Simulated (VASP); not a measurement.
Write the native input for VASP 6.6.1 that does the following.

```yaml
Task: single point
Functional: HSE06
Potentials_or_basis: VASP PAW PBE potentials, release 64 (Ga_d, As)
Cutoff: 520 eV
k_mesh: 6 × 6 × 6
Occupations: fermi-dirac, width 0.02 eV
Spin: no spin polarisation
Dipole_correction: no
Grid_for_exact_exchange_PRECFOCK: Normal
Further_INCAR_settings: ALGO = Normal; EDIFF = 1e-06; NBANDS = 16
Share_of_exact_exchange: 0.25
Screening_parameter: 0.2079 1/Å
```

The system is GaAs.

```
Ga As
1.0
     0.00000    2.87558    2.87558
     2.87558    0.00000    2.87558
     2.87558    2.87558    0.00000
Ga As
1 1
Direct
  0.00000 0.00000 0.00000
  0.25000 0.25000 0.25000
```

This cell differs from its parent crystal: strain +1.5%.

These files were run (other wordings do the same):

POSCAR

```
GaAs
1.0
    0.0000000000      2.8755813722      2.8755813722
    2.8755813722      0.0000000000      2.8755813722
    2.8755813722      2.8755813722      0.0000000000
Ga As
1 1
Direct
    0.0000000000      0.0000000000      0.0000000000
    0.2500000000      0.2500000000      0.2500000000
```

INCAR.step1

```
SYSTEM = GaAs
PREC = Accurate
ENCUT = 520
EDIFF = 1E-5
ISMEAR = -1
SIGMA = 0.02
LREAL = .FALSE.
LASPH = .TRUE.
NELM = 60
ALGO = Normal
ISIF = 2
LWAVE = .TRUE.
LCHARG = .FALSE.
GGA = PE
NBANDS = 16
```

INCAR.step2

```
SYSTEM = GaAs
PREC = Accurate
ENCUT = 520
EDIFF = 1E-6
ISMEAR = -1
SIGMA = 0.02
LREAL = .FALSE.
LASPH = .TRUE.
NELM = 60
ALGO = Normal
ISIF = 2
LWAVE = .FALSE.
LCHARG = .FALSE.
GGA = PE
LHFCALC = .TRUE.
HFSCREEN = 0.2079
PRECFOCK = Normal
ISTART = 1
NBANDS = 16
```

KPOINTS

```
Automatic mesh
0
G
  6 6 6
  0 0 0
```

Potentials or basis: VASP PAW PBE potentials, release 64 (Ga_d, As).

The run is started by

```sh
$ cat potpaw_PBE.64/Ga_d/POTCAR potpaw_PBE.64/As/POTCAR > POTCAR
$ cp INCAR.step1 INCAR
$ mpirun -np 1 vasp_std > vasp.out
$ cp INCAR.step2 INCAR
$ mpirun -np 1 vasp_std > vasp.out
```

Results of the run:

```
Pressure               : -2.5 GPa
Band gap on the k mesh : 0.98 eV
```

Caveat: the cell differs from its parent crystal (strain +1.5%); the PAW data sets were made with another functional, which shifts forces and pressure a little.

It took 53 min on 1 thread of Intel Xeon 8259CL (shared host), peak memory 0.3 GiB.
